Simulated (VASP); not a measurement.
InSb3: single point with PBE+D3(BJ)

The system is InSb3.

```
In Sb
1.0
     4.73331    0.00000    0.00000
     0.00000    4.73331    0.00000
     0.00000    0.00000    4.73331
In Sb
1 3
Direct
  0.00000 0.00000 0.00000
  0.50000 0.00000 0.50000
  0.00000 0.50000 0.50000
  0.50000 0.50000 0.00000
```

```
Program             : VASP 6.6.1
Task                : single point
Functional          : PBE
Dispersion          : D3(BJ)
Potentials or basis : VASP PAW PBE potentials, release 64 (In_d, Sb)
Cutoff              : 520 eV
k mesh              : 10 × 10 × 10
Occupations         : gaussian, width 0.1 eV
Spin                : no spin polarisation
```

```json
{
 "Pressure": "-0.1 GPa",
 "Band gap on the k mesh": "zero (bands 14 and 15 overlap by 4.87 eV)",
 "Dispersion energy per atom": "-0.478 eV"
}
```

Levels at points of the mesh, in eV from the Fermi level:
| k point | band 12 | band 13 | band 14 | band 15 | band 16 | band 17 |
| --- | --- | --- | --- | --- | --- | --- |
| (0.00, 0.00, 0.00) | -3.51 | 0.53 | 0.53 | 0.53 | 1.84 | 1.84 |
| (0.50, 0.00, 0.00) | -2.17 | -2.17 | -1.13 | -0.88 | 2.30 | 2.34 |
| (0.50, 0.50, 0.00) | -1.58 | -1.39 | -1.11 | -1.11 | -0.32 | 1.06 |
| (0.50, 0.50, 0.50) | -5.17 | -4.82 | 3.77 | 3.77 | 3.87 | 3.87 |

Wall time 93 s on 1 thread of Intel Xeon 8259CL, with other jobs on the host, peak memory 0.29 GiB.

Caveat: spin-orbit coupling is left out, which moves the levels of the heavy elements.
